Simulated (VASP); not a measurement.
A run of VASP 6.6.1:

INCAR

```
SYSTEM = SrO
ALGO = Normal
EDIFF = 1E-6
ENCUT = 600
GGA = PE
GGA_COMPAT = .FALSE.
ISIF = 2
ISMEAR = 0
LASPH = .TRUE.
LCHARG = .FALSE.
LREAL = .FALSE.
LWAVE = .FALSE.
NBANDS = 15
NELM = 120
PREC = Accurate
SIGMA = 0.01
```

KPOINTS

```
k-points
0
G
  6 6 6
  0 0 0
```

Contents of POSCAR:

```
SrO
1.0
    0.0000000000      2.4777354077      2.4777354077
    2.4777354077      0.0000000000      2.4777354077
    2.4777354077      2.4777354077      0.0000000000
Sr O
1 1
Direct
    0.5000000000      0.5000000000      0.5000000000
    0.0000000000      0.0000000000      0.0000000000
```

Potentials or basis: VASP PAW PBE potentials, release 64 (Sr_sv, O).

The run is started by

```sh
$ cat potpaw_PBE.64/Sr_sv/POTCAR potpaw_PBE.64/O/POTCAR > POTCAR
$ mpirun -np 1 vasp_std > vasp.out
```

Hardware: 1 thread of Intel Xeon 8259CL (shared host).

Q: How long does it take, and how much memory?

A: Run time: 30 s on 1 thread of Intel Xeon 8259CL (shared host), peak memory 0.16 GiB. Counts: scf iterations 13, k points 16.
